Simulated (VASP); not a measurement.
BiS: single point with PBE

The system is BiS.

```
CELL_PARAMETERS angstrom
4.00294 0.00000 0.00000
0.00000 4.00294 0.00000
0.00000 0.00000 4.00294
ATOMIC_POSITIONS crystal
Bi 0.50000 0.50000 0.50000
S 0.00000 0.00000 0.00000
```

- Program: VASP 6.6.1
- Task: single point
- Functional: PBE
- Potentials or basis: VASP PAW PBE potentials, release 64 (Bi_d, S)
- Cutoff: 520 eV
- k mesh: 7 × 7 × 7
- Occupations: gaussian, width 0.021 eV
- Spin: no spin polarisation
- Dipole correction: no
- Further INCAR settings: ALGO = Normal; EDIFF = 1e-06; NBANDS = 18

```
Pressure : -10.9 GPa
```

Levels at points of the mesh, in eV from the Fermi level:
```
           k point  band 6  band 7  band 8  band 9  band 10  band 11  band 12  band 13  band 14  band 15
(0.00, 0.00, 0.00)  -13.16  -10.12   -2.26   -2.26    -2.26     2.43     2.43     2.43     4.42     4.42
```

Run time: 7.7 s on 1 thread of Intel(R) Xeon(R) 6975P-C (Granite Rapids) (shared host), peak memory 0.17 GiB.

Caveat: spin-orbit coupling is left out, which moves the levels of the heavy elements.
